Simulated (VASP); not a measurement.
# NaH (Fm-3m) in VASP: settings compared

Aim: see how the results for NaH move with the level of theory and the settings. Levels: HF, HSE06. Tasks: single point.

Program: VASP 6.6.1. These are calculated values, not measurements. Logs are shortened: lines on timing, memory, paths and dates and some standing lists are left out, and cuts for length are marked.

**1. The cell of the first run**

It takes space group Fm-3m (No. 225, cubic). Conventional cell: a = 4.795 Å, b = 4.795 Å, c = 4.795 Å, α = 90.00°, β = 90.00°, γ = 90.00°. Within 3.2 Å of Na (site symmetry m-3m) lie 6 H at 2.40 Å. Within 3.2 Å of H (site symmetry m-3m) lie 6 Na at 2.40 Å.

**2. Single point, HF**

POSCAR reads:

```
NaH
1.0
    0.0000000000      2.3975116441      2.3975116441
    2.3975116441      0.0000000000      2.3975116441
    2.3975116441      2.3975116441      0.0000000000
Na H
1 1
Direct
    0.0000000000      0.0000000000      0.0000000000
    0.5000000000      0.5000000000      0.5000000000
```

INCAR.step1 reads:

```
SYSTEM = NaH
PREC = Accurate
ENCUT = 520
EDIFF = 1E-5
ISMEAR = 0
SIGMA = 0.01
LREAL = .FALSE.
LASPH = .TRUE.
NELM = 60
ALGO = Normal
ISIF = 2
LWAVE = .TRUE.
LCHARG = .FALSE.
NBANDS = 11
GGA = PE
```

INCAR.step2 reads:

```
SYSTEM = NaH
PREC = Accurate
ENCUT = 520
EDIFF = 1E-6
ISMEAR = 0
SIGMA = 0.01
LREAL = .FALSE.
LASPH = .TRUE.
NELM = 60
ALGO = Normal
ISIF = 2
LWAVE = .FALSE.
LCHARG = .FALSE.
GGA = PE
LHFCALC = .TRUE.
AEXX = 1.0
ALDAC = 0.0
AGGAC = 0.0
PRECFOCK = Normal
NBANDS = 11
ISTART = 1
```

KPOINTS reads:

```
Automatic mesh
0
G
  6 6 6
  0 0 0
```

Potentials or basis: VASP PAW PBE potentials, release 64 (Na_pv, H).

On the command line:

```console
$ cat potpaw_PBE.64/Na_pv/POTCAR potpaw_PBE.64/H/POTCAR > POTCAR
$ cp INCAR.step1 INCAR
$ mpirun -np 1 vasp_std > vasp.out
$ cp INCAR.step2 INCAR
$ mpirun -np 1 vasp_std > vasp.out
```

OUTCAR:

```text
SYSTEM = NaH
   PREC = Accurate
   ENCUT = 520
   EDIFF = 1E-6
   ISMEAR = 0
   LREAL = .FALSE.
   LASPH = .TRUE.
   NELM = 60
   ISIF = 2
   GGA = PE
   LHFCALC = .TRUE.
   AEXX = 1.0
   PRECFOCK = Normal
   ISTART = 1

 ion  position               nearest neighbor table
   1  0.000  0.000  0.000-
   2  0.500  0.500  0.500-

  LATTYP: Found a face centered cubic cell.
 ALAT       =     4.7950232882

  Lattice vectors:

 A1 = (   0.0000000000,   2.3975116441,   2.3975116441)
 A2 = (   2.3975116441,   0.0000000000,   2.3975116441)
 A3 = (   2.3975116441,   2.3975116441,   0.0000000000)

Analysis of symmetry for initial positions (statically):
=====================================================================
 Subroutine PRICEL returns:
 Original cell was already a primitive cell.

 Routine SETGRP: Setting up the symmetry group for a
 face centered cubic supercell.

 Subroutine GETGRP returns: Found 48 space group operations
 (whereof 48 operations were pure point group operations)
 out of a pool of 48 trial point group operations.

The static configuration has the point symmetry O_h .

Analysis of symmetry for dynamics (positions and initial velocities):
=====================================================================
 Subroutine PRICEL returns:
 Original cell was already a primitive cell.

 Routine SETGRP: Setting up the symmetry group for a
 face centered cubic supercell.

 Subroutine GETGRP returns: Found 48 space group operations
 (whereof 48 operations were pure point group operations)
 out of a pool of 48 trial point group operations.

The dynamic configuration has the point symmetry O_h .

 Subroutine INISYM returns: Found 48 space group operations
 (whereof 48 operations are pure point group operations),
 and found     1 'primitive' translations

----------------------------------------------------------------------------------------

                                     Primitive cell

  volume of cell :      27.5621

  direct lattice vectors                    reciprocal lattice vectors
     0.000000000  2.397511644  2.397511644    -0.208549561  0.208549561  0.208549561
     2.397511644  0.000000000  2.397511644     0.208549561 -0.208549561  0.208549561
     2.397511644  2.397511644  0.000000000     0.208549561  0.208549561 -0.208549561

  length of vectors
     3.390593483  3.390593483  3.390593483     0.361218435  0.361218435  0.361218435

  position of ions in fractional coordinates (direct lattice)
     0.000000000  0.000000000  0.000000000
     0.500000000  0.500000000  0.500000000

  ion indices of the primitive-cell ions
   primitive index   ion index
                 1           1
                 2           2

----------------------------------------------------------------------------------------

 KPOINTS: Automatic mesh

Automatic generation of k-mesh.
 Grid dimensions read from file:
 generate k-points for:    6    6    6

 Generating k-lattice:

  Cartesian coordinates                     Fractional coordinates (reciprocal lattice)
    -0.034758260  0.034758260  0.034758260     0.166666667  0.000000000  0.000000000
     0.034758260 -0.034758260  0.034758260     0.000000000  0.166666667  0.000000000
     0.034758260  0.034758260 -0.034758260     0.000000000  0.000000000  0.166666667

  Length of vectors
     0.060203072  0.060203072  0.060203072

  Shift w.r.t. Gamma in fractional coordinates (k-lattice)
     0.000000000  0.000000000  0.000000000

 Subroutine IBZKPT returns following result:
 ===========================================

 Found     16 irreducible k-points:

 Following reciprocal coordinates:
            Coordinates               Weight
  0.000000  0.000000  0.000000      1.000000
  0.166667  0.000000  0.000000      8.000000
  0.333333  0.000000  0.000000      8.000000
  0.500000  0.000000  0.000000      4.000000
  0.166667  0.166667  0.000000      6.000000
  0.333333  0.166667  0.000000     24.000000
[... 8 lines left out ...]
 -0.333333  0.333333  0.166667     24.000000
 -0.333333  0.500000  0.166667     12.000000
   k-points           NKPTS =     16   k-points in BZ     NKDIM =    216   number of bands    NBANDS=     11
   number of dos      NEDOS =    301   number of ions     NIONS =      2
   total plane-waves  NPLWV =  21952
   dimension x,y,z NGX =    28 NGY =   28 NGZ =   28
   dimension x,y,z NGXF=    56 NGYF=   56 NGZF=   56
   ions per type =               1   1
   NGX,Y,Z   is equivalent  to a cutoff of  13.73, 13.73, 13.73 a.u.
   NGXF,Y,Z  is equivalent  to a cutoff of  27.46, 27.46, 27.46 a.u.
 SYSTEM =  NaH
   PREC   = accura    normal or accurate (medium, high low for compatibility)
   ISTART =      1    job   : 0-new  1-cont  2-samecut
   ICHARG =      0    charge: 1-file 2-atom 10-const
   ISPIN  =      1    spin polarized calculation?
   LNONCOLLINEAR =      F non collinear calculations
   LSORBIT =      F    spin-orbit coupling
   LASPH  =      T    aspherical Exc in radial PAW
   ENCUT  =  520.0 eV  38.22 Ry    6.18 a.u.   6.30  6.30  6.30*2*pi/ulx,y,z
   NELM   =     60;   NELMIN=  2; NELMDL=  0     # of ELM steps
   EDIFF  = 0.1E-05   stopping-criterion for ELM
   LREAL  =      F    real-space projection
   EDIFFG = 0.1E-04   stopping-criterion for IOM
   NSW    =      0    number of steps for IOM
   IBRION =     -1    ionic relax: 0-MD 1-quasi-New 2-CG
   NFREE  =      0    steps in history (QN), initial steepest desc. (CG)
   ISIF   =      2    stress and relaxation
   ISYM   =      3    0-nonsym 1-usesym 2-fastsym
   POTIM  = 0.5000    time-step for ionic-motion
   TEBEG  =    0.0;   TEEND  =   0.0 temperature during run
   PSTRESS=    0.0 pullay stress
   NELECT =       8.0000    total number of electrons
   NUPDOWN=      -1.0000    fix difference up-down
   EMIN   =  10.00;   EMAX   =-10.00  energy-range for DOS
   EFERMI =   0.00;   METHOD = LEGACY
   ISMEAR =     0;   SIGMA  =   0.01  broadening in eV -4-tet -1-fermi 0-gaus
   EFERMI_NEDOS =   21; number of points for ismear=-14 and -15
   IALGO  =     38    algorithm
   IMIX   =      1    mixing-type and parameters
     AMIX     =   0.40;   BMIX     =  1.00
     AMIX_MAG =   1.60;   BMIX_MAG =  1.00
  volume/ion in A,a.u.               =      13.78        93.00
  Fermi-wavevector in a.u.,A,eV,Ry     =   1.083929  2.048328 15.985508  1.174902
  Thomas-Fermi vector in A             =   2.220007
   LORBIT       =      0    0 simple, 1 ext, 2 COOP (PROOUT), +10 PAW based schemes
   GGA     = PE    functional components
   LHFCALC =     T    Hartree Fock is set to
   PRECFOCK=normal    Normal, Fast or Accurate (Low or Medium for compatibility)
   ENCUT4O =  -1.0   cutoff for four orbital integrals eV
   NKREDX  =     1    reduce k-point grid by
   NKREDY  =     1    reduce k-point grid by
   NKREDZ  =     1    reduce k-point grid by
   AEXX    =    1.0000 exact exchange contribution
   HFSCREEN=    0.0000 screening length (either q_TF or 0.3 A-1)
   HFSCREENC=   0.0000 screening length for correlation (either q_TF or 0.3 A-1)
   ENCUTFOCK=  -1.0 apply spherical cutoff to Coloumb kernel
   IVDW    =     0    specifies the selected vdW correction
   LEPSILON=     F    determine dielectric tensor
   LRPA    =     F    only Hartree local field effects (RPA)
 non-spin polarized calculation
 Gauss-broadening in eV      SIGMA  =   0.01
  energy-cutoff  :      520.00
  volume of cell :       27.56
 maximum number of plane-waves:       754
 NGX is ok and might be reduce to    28
  NGX = 20; NGY = 20; NGZ = 20

 number of electron       7.9999992 magnetization

 Free energy of the ion-electron system (eV)
  ---------------------------------------------------
  ext. energy  EPLUGINS =         0.00000000
  ---------------------------------------------------
  free energy    TOTEN  =        -8.51346636 eV

  energy without entropy =       -8.51346636  energy(sigma->0) =       -8.51346636

 E-fermi :  -4.7769     XC(G=0):   0.0000

 val. band max:       -4.9072352587   @ k =  -0.3333   0.5000   0.1667
 cond. band min:       6.8510595026   @ k =   0.5000   0.0000   0.0000
 fundamental gap:     11.7582947613
 Fermi energy:        -4.7768844758

 k-point     1 :       0.0000    0.0000    0.0000
  band No.  band energies     occupation
      1     -35.8332      2.00000
      2     -35.8332      2.00000
      3     -35.8332      2.00000
      4      -9.6225      2.00000
      5      15.3738      0.00000
      6      20.1406      0.00000
      7      20.1406      0.00000
      8      20.1406      0.00000
      9      21.5566      0.00000
     10      21.5566      0.00000
     11      21.5566      0.00000

 k-point     2 :       0.1667    0.0000    0.0000
  band No.  band energies     occupation
      1     -35.8543      2.00000
      2     -35.8352      2.00000
      3     -35.8352      2.00000
      4      -8.9510      2.00000
      5      13.1425      0.00000
      6      16.7691      0.00000
      7      19.1061      0.00000
      8      19.1061      0.00000
      9      22.6056      0.00000
     10      22.6056      0.00000
     11      22.7304      0.00000

 k-point     3 :       0.3333    0.0000    0.0000
  band No.  band energies     occupation
      1     -35.8959      2.00000
      2     -35.8392      2.00000
      3     -35.8392      2.00000
      4      -7.2290      2.00000
      5       8.9681      0.00000
      6      15.5144      0.00000
      7      18.1988      0.00000
      8      18.1988      0.00000
      9      21.7568      0.00000
     10      21.7568      0.00000
     11      23.9510      0.00000

 k-point     4 :       0.5000    0.0000    0.0000
  band No.  band energies     occupation
      1     -35.9163      2.00000
      2     -35.8412      2.00000
      3     -35.8412      2.00000
      4      -6.0070      2.00000
      5       6.8511      0.00000
      6      15.1869      0.00000
      7      17.8912      0.00000
      8      17.8912      0.00000
      9      21.2206      0.00000
     10      21.2206      0.00000
     11      23.7510      0.00000

 k-point     5 :       0.1667    0.1667    0.0000
  band No.  band energies     occupation
      1     -35.8534      2.00000
      2     -35.8394      2.00000
      3     -35.8394      2.00000
      4      -8.7368      2.00000
      5      13.1364      0.00000
      6      16.9500      0.00000
      7      17.4510      0.00000
      8      17.4510      0.00000
      9      21.5927      0.00000
     10      24.0203      0.00000
     11      25.6153      0.00000
[... 99 lines left out ...]
 k-point    13 :       0.5000    0.5000    0.0000
  band No.  band energies     occupation
      1     -35.8981      2.00000
      2     -35.8580      2.00000
      3     -35.8580      2.00000
      4      -5.0523      2.00000
      5       7.7240      0.00000
      6      13.9368      0.00000
      7      14.8332      0.00000
      8      14.8332      0.00000
      9      16.5893      0.00000
     10      30.2441      0.00000
     11      31.6924      0.00000

 k-point    14 :       0.5000    0.3333    0.1667
  band No.  band energies     occupation
      1     -35.8908      2.00000
      2     -35.8606      2.00000
      3     -35.8479      2.00000
      4      -6.0391      2.00000
      5       9.1590      0.00000
      6      11.4450      0.00000
      7      14.8999      0.00000
      8      20.1195      0.00000
      9      20.5767      0.00000
     10      22.9528      0.00000
     11      27.4983      0.00000

 k-point    15 :      -0.3333    0.3333    0.1667
  band No.  band energies     occupation
      1     -35.8920      2.00000
      2     -35.8687      2.00000
      3     -35.8525      2.00000
      4      -5.1877      2.00000
      5       8.3966      0.00000
      6      10.4254      0.00000
      7      13.9700      0.00000
      8      20.4407      0.00000
      9      21.4314      0.00000
     10      24.1457      0.00000
     11      26.3884      0.00000

 k-point    16 :      -0.3333    0.5000    0.1667
  band No.  band energies     occupation
      1     -35.8879      2.00000
      2     -35.8678      2.00000
      3     -35.8613      2.00000
      4      -4.9072      2.00000
      5       8.4791      0.00000
      6      10.7075      0.00000
      7      12.7628      0.00000
      8      19.4399      0.00000
      9      20.1864      0.00000
     10      25.8193      0.00000
     11      26.4739      0.00000

------------------------ aborting loop because EDIFF is reached ----------------------------------------

  FORCE on cell =-STRESS in cart. coord.  units (eV):
  Direction    XX          YY          ZZ          XY          YZ          ZX
  --------------------------------------------------------------------------------------
  -------------------------------------------------------------------------------------
  Total        0.3391731      0.3391731      0.3391731      0.0000000      0.0000000      0.0000000
  in kB       19.7160450     19.7160450     19.7160450      0.0000000      0.0000000      0.0000000
  external PRESSURE =      19.7160450 kB  Pullay stress =       0.0000000 kB

 VOLUME and BASIS-vectors are now :
 -----------------------------------------------------------------------------
  energy-cutoff  :      520.00
  volume of cell :       27.56
      direct lattice vectors                 reciprocal lattice vectors
     0.000000000  2.397511644  2.397511644    -0.208549561  0.208549561  0.208549561
     2.397511644  0.000000000  2.397511644     0.208549561 -0.208549561  0.208549561
     2.397511644  2.397511644  0.000000000     0.208549561  0.208549561 -0.208549561

 POSITION                                       TOTAL-FORCE (eV/Angst)
 -----------------------------------------------------------------------------------
      0.00000      0.00000      0.00000         0.000000      0.000000     -0.000000
      2.39751      2.39751      2.39751         0.000000      0.000000      0.000000
 -----------------------------------------------------------------------------------
    total drift:                                0.000000     -0.000000     -0.000000

  FREE ENERGIE OF THE ION-ELECTRON SYSTEM (eV)
  ---------------------------------------------------
  free  energy   TOTEN  =        -8.5134663641 eV

  energy  without entropy=       -8.5134663641  energy(sigma->0) =       -8.51346636
```

It took 12 min on 1 thread of Oxide Virtual Turin-like, shared host; peak memory 0.13 GiB.

Results:

| Property | Result |
| --- | --- |
| Free energy | -8.5135 eV |
| Pressure | 2.0 GPa |
| Band gap on the k mesh | 11.76 eV (least direct gap 12.78 eV) |

Caveat: the PAW data sets were made with another functional, which shifts forces and pressure a little. A k mesh can miss the band edges.

**3. Single point, HSE06**

This run uses another cell than the first one, of 13.86 Å³/atom.

POSCAR reads:

```
NaH
1.0
    0.0000000000      2.4021077212      2.4021077212
    2.4021077212      0.0000000000      2.4021077212
    2.4021077212      2.4021077212      0.0000000000
Na H
1 1
Direct
    0.0000000000      0.0000000000      0.0000000000
    0.5000000000      0.5000000000      0.5000000000
```

INCAR.step1 reads:

```
SYSTEM = NaH
ALGO = Normal
EDIFF = 1E-5
ENCUT = 520
GGA = PE
ISIF = 2
ISMEAR = -1
LASPH = .True.
LCHARG = .False.
LREAL = .False.
LWAVE = .True.
NBANDS = 11
NELM = 80
PREC = Accurate
SIGMA = 0.02
```

INCAR.step2 reads:

```
SYSTEM = NaH
ALGO = Normal
EDIFF = 1E-6
ENCUT = 520
GGA = PE
HFSCREEN = 0.2079
ISIF = 2
ISMEAR = -1
ISTART = 1
LASPH = .True.
LCHARG = .False.
LHFCALC = .True.
LREAL = .False.
LWAVE = .False.
NBANDS = 11
NELM = 80
PREC = Accurate
PRECFOCK = Normal
SIGMA = 0.02
```

KPOINTS reads:

```
k-points
0
Gamma
  6 6 6
  0 0 0
```

Potentials or basis: VASP PAW PBE potentials, release 64 (Na_pv, H).

On the command line:

```console
$ cat potpaw_PBE.64/Na_pv/POTCAR potpaw_PBE.64/H/POTCAR > POTCAR
$ cp INCAR.step1 INCAR
$ mpirun -np 1 vasp_std > vasp.out
$ cp INCAR.step2 INCAR
$ mpirun -np 1 vasp_std > vasp.out
```

Run time: 13 min. Hardware: 1 thread of Oxide Virtual Turin-like, shared host; peak memory 0.22 GiB.

Results (log left out):

```yaml
Free_energy: -5.7629 eV
Pressure: 0.0 GPa
Band_gap_on_the_k_mesh: 4.88 eV (least direct gap 5.79 eV)
```

Levels at points of the mesh, in eV from the valence-band top:
```tsv
k point	band 2	band 3	band 4	band 5	band 6	band 7
(0.00, 0.00, 0.00)	-24.32	-24.32	-3.96	12.18	17.18	17.18
(0.50, 0.00, 0.00)	-24.33	-24.33	-0.91	4.88	12.33	14.95
(0.50, 0.50, 0.00)	-24.35	-24.35	-0.14	5.75	11.37	12.14
```

Caveat: the PAW data sets were made with another functional, which shifts forces and pressure a little.
